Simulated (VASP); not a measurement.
# CoO (Fm-3m) in VASP: further runs

The runs below take CoO through relaxation of cell and atoms, with RPBE+D4, revPBE+D3(BJ).

All numbers are computed with VASP 6.6.1; they aren't measurements. Logs are shortened: lines on timing, memory, paths and dates and some standing lists are left out, and cuts for length are marked.

### 1 The cell of the first run

It takes space group Fm-3m (No. 225, cubic). The conventional cell has a = 4.263 Å, b = 4.263 Å, c = 4.263 Å, α = 90.00°, β = 90.00°, γ = 90.00°. Co (site symmetry m-3m) has 6 O at 2.13 Å within 2.8 Å. O (site symmetry m-3m) has 6 Co at 2.13 Å within 2.8 Å.

### 2 Relaxation of cell and atoms, RPBE+D4, collinear spin, ferromagnetic start

File INCAR:

```
SYSTEM = CoO
PREC = Accurate
ENCUT = 600
EDIFF = 1E-7
ISMEAR = -1
SIGMA = 0.05
LREAL = .FALSE.
LASPH = .TRUE.
NELM = 150
ALGO = Normal
ISIF = 3
LWAVE = .FALSE.
LCHARG = .FALSE.
ISPIN = 2
MAGMOM = 2 0
LORBIT = 11
LMAXMIX = 4
GGA = RP
IVDW = 13
IBRION = 2
NSW = 60
EDIFFG = -0.01
```

File KPOINTS:

```
regular mesh
0
G
  11 11 11
  0 0 0
```

File POSCAR:

```
CoO
1.0
    0.0000000000      2.1315000000      2.1315000000
    2.1315000000      0.0000000000      2.1315000000
    2.1315000000      2.1315000000      0.0000000000
Co O
1 1
Direct
    0.0000000000      0.0000000000      0.0000000000
    0.5000000000      0.5000000000      0.5000000000
```

Potentials or basis: VASP PAW PBE potentials, release 64 (Co, O).

Command:

```
cat potpaw_PBE.64/Co/POTCAR potpaw_PBE.64/O/POTCAR > POTCAR
mpirun -np 1 vasp_std > vasp.out
```

OUTCAR:

```text
SYSTEM = CoO
   PREC = Accurate
   ENCUT = 600
   EDIFF = 1E-7
   ISMEAR = -1
   LREAL = .FALSE.
   LASPH = .TRUE.
   NELM = 150
   ISIF = 3
   ISPIN = 2
   LORBIT = 11
   GGA = RP
   IVDW = 13
   IBRION = 2
   NSW = 60
   EDIFFG = -0.01

 ion  position               nearest neighbor table
   1  0.000  0.000  0.000-   2 2.13   2 2.13   2 2.13   2 2.13   2 2.13   2 2.13
   2  0.500  0.500  0.500-   1 2.13   1 2.13   1 2.13   1 2.13   1 2.13   1 2.13

  LATTYP: Found a face centered cubic cell.
 ALAT       =     4.2630000000

  Lattice vectors:

 A1 = (   0.0000000000,   2.1315000000,   2.1315000000)
 A2 = (   2.1315000000,   0.0000000000,   2.1315000000)
 A3 = (   2.1315000000,   2.1315000000,   0.0000000000)

Analysis of symmetry for initial positions (statically):
[... 25 lines left out ...]
The dynamic configuration has the point symmetry O_h .

Analysis of structural, dynamic, and magnetic symmetry:
=====================================================================
 Subroutine PRICEL returns:
[... 7 lines left out ...]
 out of a pool of 48 trial point group operations.

The overall configuration has the point symmetry O_h .

 Subroutine INISYM returns: Found 48 space group operations
[... 5 lines left out ...]
                                     Primitive cell

  volume of cell :      19.3681

  direct lattice vectors                    reciprocal lattice vectors
     0.000000000  2.131500000  2.131500000    -0.234576589  0.234576589  0.234576589
     2.131500000  0.000000000  2.131500000     0.234576589 -0.234576589  0.234576589
     2.131500000  2.131500000  0.000000000     0.234576589  0.234576589 -0.234576589

  length of vectors
     3.014396208  3.014396208  3.014396208     0.406298571  0.406298571  0.406298571

  position of ions in fractional coordinates (direct lattice)
     0.000000000  0.000000000  0.000000000
     0.500000000  0.500000000  0.500000000

  ion indices of the primitive-cell ions
   primitive index   ion index
                 1           1
                 2           2

----------------------------------------------------------------------------------------

 KPOINTS: regular mesh

Automatic generation of k-mesh.
 Grid dimensions read from file:
 generate k-points for:   11   11   11

 Generating k-lattice:

  Cartesian coordinates                     Fractional coordinates (reciprocal lattice)
    -0.021325144  0.021325144  0.021325144     0.090909091  0.000000000  0.000000000
     0.021325144 -0.021325144  0.021325144     0.000000000  0.090909091  0.000000000
     0.021325144  0.021325144 -0.021325144     0.000000000  0.000000000  0.090909091

  Length of vectors
     0.036936234  0.036936234  0.036936234

  Shift w.r.t. Gamma in fractional coordinates (k-lattice)
     0.000000000  0.000000000  0.000000000

 Subroutine IBZKPT returns following result:
 ===========================================

 Found     56 irreducible k-points:

 Following reciprocal coordinates:
            Coordinates               Weight
  0.000000  0.000000  0.000000      1.000000
  0.090909  0.000000  0.000000      8.000000
  0.181818  0.000000  0.000000      8.000000
  0.272727  0.000000  0.000000      8.000000
  0.363636  0.000000  0.000000      8.000000
  0.454545  0.000000  0.000000      8.000000
[... 16 lines left out ...]
 -0.272727  0.181818  0.000000     24.000000
 -0.181818  0.181818  0.000000     12.000000
 [... further k-points ...]
   k-points           NKPTS =     56   k-points in BZ     NKDIM =     56   number of bands    NBANDS=     12
   number of dos      NEDOS =    301   number of ions     NIONS =      2
   total plane-waves  NPLWV =  13824
   dimension x,y,z NGX =    24 NGY =   24 NGZ =   24
   dimension x,y,z NGXF=    48 NGYF=   48 NGZF=   48
   ions per type =               1   1
   NGX,Y,Z   is equivalent  to a cutoff of  13.24, 13.24, 13.24 a.u.
   NGXF,Y,Z  is equivalent  to a cutoff of  26.47, 26.47, 26.47 a.u.
 SYSTEM =  CoO
   PREC   = accura    normal or accurate (medium, high low for compatibility)
   ISTART =      0    job   : 0-new  1-cont  2-samecut
   ICHARG =      2    charge: 1-file 2-atom 10-const
   ISPIN  =      2    spin polarized calculation?
   LNONCOLLINEAR =      F non collinear calculations
   LSORBIT =      F    spin-orbit coupling
   LASPH  =      T    aspherical Exc in radial PAW
   ENCUT  =  600.0 eV  44.10 Ry    6.64 a.u.   6.02  6.02  6.02*2*pi/ulx,y,z
   NELM   =    150;   NELMIN=  2; NELMDL= -5     # of ELM steps
   EDIFF  = 0.1E-06   stopping-criterion for ELM
   LREAL  =      F    real-space projection
   EDIFFG = -.1E-01   stopping-criterion for IOM
   NSW    =     60    number of steps for IOM
   IBRION =      2    ionic relax: 0-MD 1-quasi-New 2-CG
   NFREE  =      1    steps in history (QN), initial steepest desc. (CG)
   ISIF   =      3    stress and relaxation
   ISYM   =      2    0-nonsym 1-usesym 2-fastsym
   POTIM  = 0.5000    time-step for ionic-motion
   TEBEG  =    0.0;   TEEND  =   0.0 temperature during run
   PSTRESS=    0.0 pullay stress
   NELECT =      15.0000    total number of electrons
   NUPDOWN=      -1.0000    fix difference up-down
   EMIN   =  10.00;   EMAX   =-10.00  energy-range for DOS
   EFERMI =   0.00;   METHOD = LEGACY
   ISMEAR =    -1;   SIGMA  =   0.05  broadening in eV -4-tet -1-fermi 0-gaus
   EFERMI_NEDOS =   21; number of points for ismear=-14 and -15
   IALGO  =     38    algorithm
   IMIX   =      4    mixing-type and parameters
     AMIX     =   0.40;   BMIX     =  1.00
     AMIX_MAG =   1.60;   BMIX_MAG =  1.00
  volume/ion in A,a.u.               =       9.68        65.35
  Fermi-wavevector in a.u.,A,eV,Ry     =   1.503407  2.841027 30.752334  2.260233
  Thomas-Fermi vector in A             =   2.614521
   LORBIT       =     11    0 simple, 1 ext, 2 COOP (PROOUT), +10 PAW based schemes
   GGA     = RP    functional components
   LHFCALC =     F    Hartree Fock is set to
   AEXX    =    0.0000 exact exchange contribution
   IVDW    =    13    specifies the selected vdW correction
   LEPSILON=     F    determine dielectric tensor
   LRPA    =     F    only Hartree local field effects (RPA)
 conjugate gradient relaxation of ions
 spin polarized calculation
  energy-cutoff  :      600.00
  volume of cell :       19.37
 maximum number of plane-waves:       660
   NGX = 13   NGY = 13   NGZ = 13

--------------------------------------- Ionic step        1  -------------------------------------------

 number of electron      15.0000007 magnetization       2.9273204

 Free energy of the ion-electron system (eV)
  ---------------------------------------------------
  ext. energy  EPLUGINS =         0.00000000
  ---------------------------------------------------
  free energy    TOTEN  =       -12.20838399 eV

  energy without entropy =      -12.17378158  energy(sigma->0) =      -12.19108278

------------------------ aborting loop because EDIFF is reached ----------------------------------------

  DFT-D4 for vdW energy calculation

  Edisp (eV):   -1.18251

  FORCE on cell =-STRESS in cart. coord.  units (eV):
  Direction    XX          YY          ZZ          XY          YZ          ZX
  --------------------------------------------------------------------------------------
  -------------------------------------------------------------------------------------
  Total      -0.38938    -0.38938    -0.38938    -0.00000     0.00000    -0.00000
  in kB     -32.21018   -32.21018   -32.21018    -0.00000     0.00000    -0.00000
  external pressure =      -32.21 kB  Pullay stress =        0.00 kB

 VOLUME and BASIS-vectors are now :
 -----------------------------------------------------------------------------
  energy-cutoff  :      600.00
  volume of cell :       19.37
      direct lattice vectors                 reciprocal lattice vectors
     0.000000000  2.131500000  2.131500000    -0.234576589  0.234576589  0.234576589
     2.131500000  0.000000000  2.131500000     0.234576589 -0.234576589  0.234576589
     2.131500000  2.131500000  0.000000000     0.234576589  0.234576589 -0.234576589
[... 41 lines left out ...]
 POSITION                                       TOTAL-FORCE (eV/Angst)
 -----------------------------------------------------------------------------------
      4.22296      2.11148      2.11148        -0.000000     -0.000000     -0.000000
      2.11148      2.11148      2.11148         0.000000      0.000000      0.000000
 -----------------------------------------------------------------------------------
    total drift:                                0.000000     -0.000000      0.000000

  FREE ENERGIE OF THE ION-ELECTRON SYSTEM (eV)
  ---------------------------------------------------
  free  energy   TOTEN  =       -13.3942283799 eV

  energy  without entropy=      -13.3601245153  energy(sigma->0) =      -13.37717645

--------------------------------------- Ionic step        3  -------------------------------------------

 number of electron      15.0000003 magnetization       2.8822819

 Free energy of the ion-electron system (eV)
  ---------------------------------------------------
  ext. energy  EPLUGINS =         0.00000000
  ---------------------------------------------------
  free energy    TOTEN  =       -12.19561351 eV

  energy without entropy =      -12.16133525  energy(sigma->0) =      -12.17847438

 E-fermi :   8.3075     XC(G=0): -12.3357

 val. band max:        8.2907306315   @ k =   0.3636   0.2727   0.0909
 cond. band min:       8.3084273699   @ k =  -0.1818   0.2727   0.0909
 fundamental gap:      0.0176967384
 Fermi energy:         8.3075306598

 spin component 1

 k-point     1 :       0.0000    0.0000    0.0000
  band No.  band energies     occupation
      1     -12.1108      1.00000
      2       5.0065      1.00000
      3       5.0065      1.00000
      4       5.1319      1.00000
      5       5.1319      1.00000
      6       5.1319      1.00000
      7       5.2042      1.00000
      8       5.2042      1.00000
      9       5.2042      1.00000
     10       9.4619      0.00000
     11      25.3186      0.00000
     12      26.6431      0.00000

 k-point     2 :       0.0909    0.0000    0.0000
  band No.  band energies     occupation
      1     -12.0241      1.00000
      2       4.2325      1.00000
      3       4.2326      1.00000
      4       4.2558      1.00000
      5       5.2375      1.00000
      6       5.2375      1.00000
      7       5.5539      1.00000
      8       5.9631      1.00000
      9       5.9631      1.00000
     10      10.0389      0.00000
     11      23.6885      0.00000
     12      26.3656      0.00000
[... 316 lines left out ...]
 k-point    24 :      -0.1818    0.1818    0.0000
  band No.  band energies     occupation
      1     -11.3567      1.00000
      2       1.5914      1.00000
      3       2.6334      1.00000
      4       3.2672      1.00000
      5       5.5393      1.00000
      6       5.5555      1.00000
      7       6.3346      1.00000
      8       6.3564      1.00000
      9       8.0439      0.99490
     10      13.1400      0.00000
     11      20.0333      0.00000
     12      21.1865      0.00000

 [... further k-points ...]

 spin component 2

 k-point     1 :       0.0000    0.0000    0.0000
  band No.  band energies     occupation
      1     -11.6236      1.00000
      2       5.6853      1.00000
      3       5.6853      1.00000
      4       5.6853      1.00000
      5       7.1801      1.00000
      6       7.1801      1.00000
      7       7.1802      1.00000
      8       8.4430      0.06248
      9       8.4432      0.06216
     10       9.9796      0.00000
     11      25.1446      0.00000
     12      27.0851      0.00000

 k-point     2 :       0.0909    0.0000    0.0000
  band No.  band energies     occupation
      1     -11.5345      1.00000
      2       4.9664      1.00000
      3       5.3887      1.00000
      4       5.3887      1.00000
      5       7.2881      1.00000
      6       7.2882      1.00000
      7       7.3492      1.00000
      8       8.7444      0.00016
      9       8.7447      0.00016
     10      10.5706      0.00000
     11      23.8670      0.00000
     12      26.8475      0.00000
[... 356 lines left out ...]
 POSITION                                       TOTAL-FORCE (eV/Angst)
 -----------------------------------------------------------------------------------
      0.00000      0.00000      0.00000        -0.000000      0.000000      0.000000
      2.11714      2.11714      2.11714         0.000000      0.000000     -0.000000
 -----------------------------------------------------------------------------------
    total drift:                                0.000000     -0.000000     -0.000000

  FREE ENERGIE OF THE ION-ELECTRON SYSTEM (eV)
  ---------------------------------------------------
  free  energy   TOTEN  =       -13.3948672159 eV

  energy  without entropy=      -13.3605889534  energy(sigma->0) =      -13.37772808

 reached required accuracy - stopping structural energy minimisation

 total charge

# of ion       s       p       d       tot
------------------------------------------
    1        0.298   0.367   7.152   7.816
    2        1.558   3.445   0.000   5.003
--------------------------------------------------
tot          1.856   3.812   7.152  12.819

 magnetization (x)

# of ion       s       p       d       tot
------------------------------------------
    1        0.020   0.017   2.511   2.549
    2        0.029   0.261   0.000   0.289
--------------------------------------------------
tot          0.049   0.278   2.511   2.838
```

Run time: 85 s. Hardware: 1 thread of Intel Xeon Platinum 8259CL at 2.50GHz (Skylake/Cascade Lake), shared host; peak memory 0.17 GiB.

What came out:

| Quantity | Value |
| --- | --- |
| Free energy | -13.3949 eV |
| Relaxed volume | 9.49 Å³/atom |
| Relaxed cell | a = 2.994 Å, b = 2.994 Å, c = 2.994 Å, α = 60.00°, β = 60.00°, γ = 60.00° |
| Space group after relaxing (to 0.05 Å) | Fm-3m (No. 225) |
| Energy gained by relaxing | 2.0 meV/atom |
| Ionic steps | 3 |
| Pressure after relaxing | 0.0 GPa |
| Net moment | 2.88 μB per cell |
| Site moments | Co +2.55; O +0.29 μB |
| Valence electrons inside the program's atomic spheres | Co 7.82; O 5.00 |
| Dispersion energy per atom | -0.600 eV |

Step by step:
```csv
step,energy change (eV),largest force (eV/Å),pressure (GPa),volume (Å³)
1,0.0000,0.0000,-3.22,19.37
2,-0.0033,0.0000,1.36,18.83
3,-0.0040,0.0000,0.01,18.98
```

Final structure:
```
Co O
1.0
     0.00000    2.11714    2.11714
     2.11714    0.00000    2.11714
     2.11714    2.11714    0.00000
Co O
1 1
Direct
  0.00000 0.00000 0.00000
  0.50000 0.50000 0.50000
```

Caveat: the PAW data sets were made with another functional, which shifts forces and pressure a little; a cell with one magnetic atom can't hold antiferromagnetic order, which such compounds often take; semilocal functionals often make such compounds metallic where correlation or magnetic order opens a gap, which also shifts bond lengths; pairwise dispersion overbinds metals, which lowers pressure and volume. With open d or f shells a metallic result of RPBE can be an artefact of self-interaction; +U or a hybrid may open a gap.

(Part 1 of 2 ends here.)
